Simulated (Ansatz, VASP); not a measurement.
**Two plane-wave programs on SnO2**

```
CELL_PARAMETERS angstrom
1.64710 0.95096 4.52494
-1.64710 0.95096 4.52494
0.00000 -1.90191 4.52494
ATOMIC_POSITIONS crystal
Sn 0.50000 0.50000 0.50000
O 0.26048 0.26048 0.26048
O 0.73952 0.73952 0.73952
```

Alike in both runs: task single point; functional PBEsol; k mesh 12 × 12 × 12; occupations gaussian, width 0.05 eV; no spin polarisation.

```csv
,VASP,Ansatz
version,VASP 6.6.1,Ansatz 0.2.0
potentials or method,"VASP PAW PBE potentials, release 64 (Sn_d, O), cutoff 520 eV","scalar-relativistic, plane waves, PAW"
valence electrons in the cell,26,26
```

```tsv
	VASP	Ansatz	Ansatz less VASP
gap on the k mesh at the Fermi level (eV)	0.60	0.62	+0.022
least direct gap on the mesh (eV)	0.67	0.70	+0.027
pressure (GPa)	-21.9	-22.2	-0.32
traceless stress, the component that is largest in VASP (GPa)	-7.16	-7.02	+0.136
rms of the force components (eV/Å)	1.610	1.632	+0.0220
```

VASP's potentials were made for PBE, not for PBEsol, and Ansatz warns of the same on its side. Atom by atom the forces differ by 0.022 eV/Å (rms over components).
